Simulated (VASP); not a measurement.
A run of VASP 6.6.1:

Contents of POSCAR:

```
InP
1.0
    0.0000000000      2.8908937935      2.8908937935
    2.8908937935      0.0000000000      2.8908937935
    2.8908937935      2.8908937935      0.0000000000
In P
1 1
Direct
    0.0000000000      0.0000000000      0.0000000000
    0.7500000000      0.7500000000      0.7500000000
```

The input INCAR.step1:

```
SYSTEM = InP
ALGO     = Normal         ! electronic algorithm
EDIFF    = 1E-5           ! SCF threshold, eV
ENCUT    = 520            ! plane-wave cutoff, eV
GGA      = PE             ! functional
ISIF     = 2              ! what is computed and relaxed
ISMEAR   = -1             ! smearing method
LASPH    = .TRUE.         ! aspherical terms in the spheres
LREAL    = .FALSE.        ! projectors in reciprocal space
LWAVE    = .TRUE.         ! write WAVECAR
NBANDS   = 16             ! bands
NELM     = 60             ! most SCF steps
PREC     = Accurate       ! precision mode
SIGMA    = 0.05           ! smearing width, eV
```

File INCAR.step2:

```
SYSTEM = InP
AEXX     = 0.5            ! exact-exchange fraction
ALGO     = Normal         ! electronic algorithm
EDIFF    = 1E-7           ! SCF threshold, eV
ENCUT    = 520            ! plane-wave cutoff, eV
ISIF     = 2              ! what is computed and relaxed
ISMEAR   = -1             ! smearing method
ISTART   = 1            
LASPH    = .TRUE.         ! aspherical terms in the spheres
LCHARG   = .TRUE.         ! write CHGCAR
LELF     = .TRUE.         ! ELF
LHFCALC  = .TRUE.         ! exact exchange
LMIXTAU  = .TRUE.       
LREAL    = .FALSE.        ! projectors in reciprocal space
LVHAR    = .TRUE.       
LWAVE    = .FALSE.        ! write WAVECAR
METAGGA  = R2SCAN         ! meta-GGA
NBANDS   = 16             ! bands
NELM     = 60             ! most SCF steps
PREC     = Accurate       ! precision mode
PRECFOCK = Normal       
SIGMA    = 0.05           ! smearing width, eV
```

The input KPOINTS:

```
k-points
0
G
  4 4 4
  0 0 0
```

Potentials or basis: VASP PAW PBE potentials, release 64 (In_d, P).

The run is started by

```sh
$ cat potpaw_PBE.64/In_d/POTCAR potpaw_PBE.64/P/POTCAR > POTCAR
$ cp INCAR.step1 INCAR
$ mpirun -np 1 vasp_std > vasp.out
$ cp INCAR.step2 INCAR
$ mpirun -np 1 vasp_std > vasp.out
```

Hardware: 1 thread of Intel Xeon 8259CL (shared host).

**Question.** Estimate the wall time of this run.

**Answer.** Run time: 15 min on 1 thread of Intel Xeon 8259CL (shared host), peak memory 0.19 GiB. Counts: k points 8.
